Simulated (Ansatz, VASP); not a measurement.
**MgO: VASP beside Ansatz**

```
Mg O
1.0
     0.07487    2.09295    2.09295
     2.09295    0.07487    2.09295
     2.09295    2.09295    0.07487
Mg O
1 1
Direct
  0.00000 0.00000 0.00000
  0.50000 0.50000 0.50000
```

Change from the starting cell: epitaxial_111 strain -4.0%.

Alike in both runs: task single point; functional r2SCAN; k mesh 10 × 10 × 10; no spin polarisation.

|  | VASP | Ansatz |
| --- | --- | --- |
| version | VASP 6.6.1 | Ansatz 0.2.0 |
| potentials or method | VASP PAW PBE potentials, release 64 (Mg_sv, O) | plane waves, PAW |
| plane-wave cutoff (eV) | 920 | 500 |
| occupations | gaussian, width 0.01 eV | fixed |
| valence electrons in the cell | 16 | 16 |

|  | VASP | Ansatz | Ansatz less VASP |
| --- | --- | --- | --- |
| gap on the k mesh at the Fermi level (eV) | 6.20 | 6.19 | -0.010 |
| pressure (GPa) | 14.0 | 13.1 | -0.86 |
| traceless stress, the component that is largest in VASP (GPa) | -6.55 | -6.58 | -0.027 |

VASP's potentials were made for PBE, not for r2SCAN.
